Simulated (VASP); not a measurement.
# TePb in VASP: a series of runs, part 2 of 2

VASP 6.6.1.

## (3) Single point, PBE (strain +0.5%)

File INCAR:

```
ALGO     = Normal         # electronic algorithm
EDIFF    = 1E-7           # SCF threshold, eV
ENCUT    = 520            # plane-wave cutoff, eV
GGA      = PE             # functional
ISIF     = 2              # what is computed and relaxed
ISMEAR   = 0              # smearing method
LASPH    = True           # aspherical terms in the spheres
LCHARG   = False          # write CHGCAR
LREAL    = False          # projectors in reciprocal space
LWAVE    = False          # write WAVECAR
NBANDS   = 17             # bands
NELM     = 80             # most SCF steps
PREC     = Accurate       # precision mode
SIGMA    = 0.01           # smearing width, eV
```

File KPOINTS:

```
k-points
0
Gamma
  4 4 4
```

File POSCAR:

```
TePb
1.0
    0.0000000000      3.2841760309      3.2841760309
    3.2841760309      0.0000000000      3.2841760309
    3.2841760309      3.2841760309      0.0000000000
Pb Te
1 1
Direct
    0.0000000000      0.0000000000      0.0000000000
    0.5000000000      0.5000000000      0.5000000000
```

Potentials or basis: VASP PAW PBE potentials, release 64 (Pb_d, Te).

Started as:

```
$ cat potpaw_PBE.64/Pb_d/POTCAR potpaw_PBE.64/Te/POTCAR > POTCAR
$ mpirun -np 1 vasp_std > vasp.out
```

Wall time 21 s (1 thread of Intel Xeon Platinum 8488C (Sapphire Rapids), shared host); peak memory 0.2 GiB.

The run converged. Its results:

| Item | Value |
| --- | --- |
| Free energy | -7.5156 eV |
| Pressure | 0.0 GPa |
| Band gap on the k mesh | 0.83 eV |

Levels at points of the mesh, in eV from the valence-band top:
| k point | band 8 | band 9 | band 10 | band 11 | band 12 | band 13 |
| --- | --- | --- | --- | --- | --- | --- |
| (0.00, 0.00, 0.00) | -1.16 | -1.16 | -1.16 | 4.03 | 4.03 | 4.03 |
| (0.50, 0.00, 0.00) | -0.73 | -0.73 | 0.00 | 0.83 | 1.39 | 1.39 |
| (0.50, 0.50, 0.00) | -4.11 | -2.51 | -2.51 | 3.51 | 5.31 | 5.31 |

Caveat: the cell differs from its parent crystal (strain +0.5%); the structure was generated, so it needn't be the stable form of TePb; spin-orbit coupling is left out, which moves the levels of the heavy elements. A k mesh can miss the band edges.

## (4) Single point, PBE (strain +4.0%)

File INCAR:

```
ALGO = Normal ; EDIFF = 1E-6
ENCUT = 520 ; GGA = PE
ISIF = 2 ; ISMEAR = 0
LASPH = T ; LCHARG = F
LREAL = F ; LWAVE = F
NBANDS = 17 ; NELM = 80
PREC = Accurate ; SIGMA = 0.01
```

KPOINTS is that of step 3.

File POSCAR:

```
TePb
1.0
    0.0000000000      3.3985503205      3.3985503205
    3.3985503205      0.0000000000      3.3985503205
    3.3985503205      3.3985503205      0.0000000000
Pb Te
1 1
Direct
    0.0000000000      0.0000000000      0.0000000000
    0.5000000000      0.5000000000      0.5000000000
```

Potentials or basis: VASP PAW PBE potentials, release 64 (Pb_d, Te).

Started as:

```
$ cat potpaw_PBE.64/Pb_d/POTCAR potpaw_PBE.64/Te/POTCAR > POTCAR
$ mpirun -np 1 vasp_std > vasp.out
```

OUTCAR:

```text
EDIFF = 1E-6
   ENCUT = 520
   GGA = PE
   ISIF = 2
   ISMEAR = 0
   LASPH = T
   LREAL = F
   NELM = 80
   PREC = Accurate

 ion  position               nearest neighbor table
   1  0.000  0.000  0.000-   2 3.40   2 3.40   2 3.40   2 3.40   2 3.40   2 3.40
   2  0.500  0.500  0.500-   1 3.40   1 3.40   1 3.40   1 3.40   1 3.40   1 3.40

  LATTYP: Found a face centered cubic cell.
 ALAT       =     6.7971006410

  Lattice vectors:

[... 327 lines left out ...]

------------------------ aborting loop because EDIFF is reached ----------------------------------------

  FORCE on cell =-STRESS in cart. coord.  units (eV):
  Direction    XX          YY          ZZ          XY          YZ          ZX
  --------------------------------------------------------------------------------------
  -------------------------------------------------------------------------------------
  Total       -1.5524993     -1.5524993     -1.5524993      0.0000000      0.0000000      0.0000000
  in kB      -31.6833357    -31.6833357    -31.6833357      0.0000000      0.0000000      0.0000000
  external PRESSURE =     -31.6833357 kB  Pullay stress =       0.0000000 kB

 VOLUME and BASIS-vectors are now :
 -----------------------------------------------------------------------------
  energy-cutoff  :      520.00
  volume of cell :       78.51
      direct lattice vectors                 reciprocal lattice vectors
     0.000000000  3.398550321  3.398550321    -0.147121553  0.147121553  0.147121553
     3.398550321  0.000000000  3.398550321     0.147121553 -0.147121553  0.147121553
     3.398550321  3.398550321  0.000000000     0.147121553  0.147121553 -0.147121553

 POSITION                                       TOTAL-FORCE (eV/Angst)
 -----------------------------------------------------------------------------------
      0.00000      0.00000      0.00000        -0.000000     -0.000000     -0.000000
      3.39855      3.39855      3.39855         0.000000      0.000000      0.000000
 -----------------------------------------------------------------------------------
    total drift:                                0.000000      0.000000      0.000000

  FREE ENERGIE OF THE ION-ELECTRON SYSTEM (eV)
  ---------------------------------------------------
  free  energy   TOTEN  =        -7.4333847723 eV

  energy  without entropy=       -7.4333847723  energy(sigma->0) =       -7.43338477
```

Wall time 16 s (1 thread of Intel Xeon Platinum 8488C (Sapphire Rapids), shared host); peak memory 0.19 GiB.

What came out:

```yaml
Free_energy: -7.4334 eV
Pressure: -3.2 GPa
Band_gap_on_the_k_mesh: 0.98 eV
```

Levels at points of the mesh, in eV from the valence-band top:
| k point | band 8 | band 9 | band 10 | band 11 | band 12 | band 13 |
| --- | --- | --- | --- | --- | --- | --- |
| (0.00, 0.00, 0.00) | -0.81 | -0.81 | -0.81 | 3.87 | 3.87 | 3.87 |
| (0.50, 0.00, 0.00) | -0.44 | -0.44 | 0.00 | 0.98 | 1.58 | 1.58 |
| (0.50, 0.50, 0.00) | -3.40 | -1.99 | -1.99 | 3.90 | 4.93 | 4.93 |

Caveat: the cell differs from its parent crystal (strain +4.0%); the cell stands under tension; the structure was generated, so it needn't be the stable form of TePb; spin-orbit coupling is left out, which moves the levels of the heavy elements. A k mesh can miss the band edges.

## (5) Single point, PBE (epitaxial xy strain -1.0%)

File INCAR:

```
SYSTEM = TePb
PREC = Accurate
ENCUT = 520
EDIFF = 1E-6
ISMEAR = 0
SIGMA = 0.01
LREAL = .False.
LASPH = .True.
NELM = 60
ALGO = Normal
ISIF = 2
LWAVE = .False.
LCHARG = .True.
GGA = PE
LELF = .True.
LVHAR = .True.
NBANDS = 17
```

File KPOINTS:

```
Automatic mesh
0
Gamma
  4 4 4
  0 0 0
```

File POSCAR:

```
TePb
1.0
    0.0000000000      3.2351584782      3.2710853640
    3.2351584782      0.0000000000      3.2710853640
    3.2351584782      3.2351584782      0.0000000000
Pb Te
1 1
Direct
    0.0000000000      0.0000000000      0.0000000000
    0.5000000000      0.5000000000      0.5000000000
```

Started as:

```
$ cat potpaw_PBE.64/Pb_d/POTCAR potpaw_PBE.64/Te/POTCAR > POTCAR
$ mpirun -np 1 vasp_std > vasp.out
```

Run time: 23 s. Hardware: 1 thread of Intel Xeon Platinum 8488C (Sapphire Rapids), shared host; peak memory 0.19 GiB.

The run converged. Its results:

* Free energy: -7.5030 eV
* Pressure: 1.4 GPa
* Band gap on the k mesh: 0.76 eV

Stress tensor (GPa, compression positive):
```
1.85 0.00 0.00
0.00 1.85 0.00
0.00 0.00 0.50
```

Levels at points of the mesh, in eV from the valence-band top:
```
           k point  band 8  band 9  band 10  band 11  band 12  band 13
(0.00, 0.00, 0.00)   -1.33   -1.33    -1.22     3.90     4.14     4.14
(0.50, 0.00, 0.00)   -0.86   -0.83     0.00     0.76     1.29     1.33
(0.50, 0.50, 0.00)   -4.37   -2.70    -2.70     3.38     5.45     5.45
(0.50, 0.00, 0.50)   -4.39   -2.78    -2.66     3.34     5.27     5.54
```

Caveat: the cell differs from its parent crystal (epitaxial xy strain -1.0%); the structure was generated, so it needn't be the stable form of TePb; spin-orbit coupling is left out, which moves the levels of the heavy elements.

## (6) Single point, PBE (shear xy strain +5.0%)

File INCAR:

```
PREC     = Accurate       # precision mode
ENCUT    = 520            # plane-wave cutoff, eV
EDIFF    = 1E-6           # SCF threshold, eV
ISMEAR   = 0              # smearing method
SIGMA    = 0.01           # smearing width, eV
LREAL    = False          # projectors in reciprocal space
LASPH    = True           # aspherical terms in the spheres
NELM     = 80             # most SCF steps
ALGO     = Normal         # electronic algorithm
ISIF     = 2              # what is computed and relaxed
LWAVE    = False          # write WAVECAR
LCHARG   = False          # write CHGCAR
GGA      = PE             # functional
NBANDS   = 17             # bands
```

File KPOINTS:

```
Automatic mesh
0
Gamma
  4 4 4
```

File POSCAR:

```
TePb
1.0
    0.0816959212      3.2678368466      3.2678368466
    3.2678368466      0.0816959212      3.2678368466
    3.3495327678      3.3495327678      0.0000000000
Pb Te
1 1
Direct
    0.0000000000      0.0000000000      0.0000000000
    0.5000000000      0.5000000000      0.5000000000
```

Potentials or basis: VASP PAW PBE potentials, release 64 (Pb_d, Te).

Started as:

```
$ cat potpaw_PBE.64/Pb_d/POTCAR potpaw_PBE.64/Te/POTCAR > POTCAR
$ mpirun -np 1 vasp_std > vasp.out
```

It took 25 s on 1 thread of Intel Xeon Platinum 8488C (Sapphire Rapids), shared host; peak memory 0.2 GiB.

The run converged. Its results:

```
Free energy            : -7.5049 eV
Pressure               : 0.6 GPa
Band gap on the k mesh : 0.55 eV (least direct gap 0.75 eV)
```

Stress tensor (GPa, compression positive):
```
 0.60 -0.78  0.00
-0.78  0.60  0.00
 0.00  0.00  0.53
```

Levels at points of the mesh, in eV from the valence-band top:
| k point | band 6 | band 7 | band 8 | band 9 | band 10 | band 11 | band 12 | band 13 | band 14 | band 15 |
| --- | --- | --- | --- | --- | --- | --- | --- | --- | --- | --- |
| (0.00, 0.00, 0.00) | -11.84 | -5.79 | -1.52 | -1.33 | -1.10 | 3.88 | 3.93 | 4.02 | 5.49 | 5.79 |
| (0.50, 0.00, 0.00) | -10.46 | -8.46 | -1.00 | -0.91 | -0.20 | 0.55 | 1.09 | 1.24 | 8.29 | 8.89 |
| (0.50, 0.50, 0.00) | -10.28 | -7.36 | -4.34 | -2.93 | -2.46 | 3.36 | 5.18 | 5.35 | 6.41 | 9.95 |
| (0.00, 0.00, 0.50) | -10.53 | -8.57 | -0.87 | -0.74 | 0.00 | 0.78 | 1.32 | 1.44 | 8.14 | 8.49 |
| (0.50, 0.00, 0.50) | -10.28 | -7.34 | -4.33 | -2.71 | -2.70 | 3.34 | 5.17 | 5.26 | 6.40 | 9.83 |

Caveat: the k points lie up to 0.42 Å⁻¹ apart; the cell differs from its parent crystal (shear xy strain +5.0%); the structure was generated, so it needn't be the stable form of TePb; spin-orbit coupling is left out, which moves the levels of the heavy elements. A k mesh can miss the band edges.

## (7) Overview

| cell | gap on the mesh (eV) | pressure (GPa) |
| --- | --- | --- |
| a = 4.621 Å, angles 60.0°, 2 atoms | 0.80 | 0.6 |
| a = 4.645 Å, angles 60.0°, 2 atoms | 0.83 | 0.0 |
| a = 4.806 Å, angles 60.0°, 2 atoms | 0.98 | -3.2 |
| a = 4.601, b = 4.601, c = 4.575 Å, angles 60.2, 60.2, 59.6°, 2 atoms | 0.76 | 1.4 |
| a = 4.622, b = 4.622, c = 4.737 Å, angles 59.2, 59.2, 58.3°, 2 atoms | 0.55 | 0.6 |

Alike in all rows: task single point; level PBE; potentials or basis VASP PAW PBE potentials, release 64 (Pb_d, Te); no spin polarisation; k mesh 4 × 4 × 4; cutoff (eV) 520; smearing gaussian 0.01 eV.

Caveats: some runs use coarse meshes; the structure was generated, so it needn't be the stable form of TePb; spin-orbit coupling is left out, which moves the levels of the heavy elements; the cell stands under tension (at least some runs).

Total energies depend on the potentials used, so only differences within one code and one set of settings carry meaning.
